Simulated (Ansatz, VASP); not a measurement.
# Two plane-wave programs on Li2Mg

File INCAR:

```
PREC = Accurate
ENCUT = 520
EDIFF = 1E-7
ISMEAR = 1
SIGMA = 0.05
LREAL = F
LASPH = T
NELM = 80
ALGO = Normal
ISIF = 2
LWAVE = F
LCHARG = F
NBANDS = 17
```

File KPOINTS:

```
regular mesh
0
Gamma
  10 10 2
```

The input POSCAR:

```
Li2Mg
1.0
    3.0782697400      0.0000000000      0.0000000000
   -1.5391348700      2.6658597945      0.0000000000
    0.0000000000      0.0000000000     15.4338964700
Li Mg
4 2
Direct
    0.6666666667      0.3333333333      0.5827943500
    0.3333333333      0.6666666667      0.0827943500
    0.3333333333      0.6666666667      0.4172056500
    0.6666666667      0.3333333333      0.9172056500
    0.3333333333      0.6666666667      0.7500000000
    0.6666666667      0.3333333333      0.2500000000
```

Input for Ansatz:

```yaml
crystal:
  lattice:
    a: 3.07826974
    b: 3.07826974
    c: 15.43389647
    alpha: 90.0
    beta: 90.0
    gamma: 120.0
  space_group: 194
  atoms:
    - { symbol: Li, position: [0.6666666666666666, 0.3333333333333333, 0.58279435] }
    - { symbol: Mg, position: [0.3333333333333333, 0.6666666666666666, 0.75] }
basis:
  ecutwfc: 450.0
kpoints:
  mp_grid:
    grid: [10, 10, 2]
hamiltonian:
  xc: lda
  pseudopotentials:
    kind: paw
scf:
  occupations:
    method: cold
    width: 0.05
output:
  forces: true
  stress: true
```

Alike in both runs: task single point; functional LDA; k mesh 10 × 10 × 2; no spin polarisation.

|  | VASP | Ansatz |
| --- | --- | --- |
| version | VASP 6.6.1 | Ansatz 0.2.0 |
| potentials or method | VASP PAW LDA potentials, release 64 (Li_sv, Mg), cutoff 520 eV | plane waves, PAW |
| occupations | methfessel-paxton of order 1, width 0.05 eV | cold, width 0.05 eV |
| valence electrons in the cell | 16 | 32 |

|  | VASP | Ansatz | Ansatz less VASP |
| --- | --- | --- | --- |
| rms of the force components (eV/Å) | 0.013 | 0.013 | -0.0002 |

LDA's correlation is that of Perdew and Zunger in VASP and of Perdew and Wang (1992) in Ansatz. Atom by atom the forces differ by 0.000 eV/Å (rms over components). VASP's potentials hold 16 valence electrons a cell and Ansatz's 32, so a difference there can come from the potentials and not from the codes.

Noted on VASP's run: the cutoff is short for stress, so the pressure is rough.
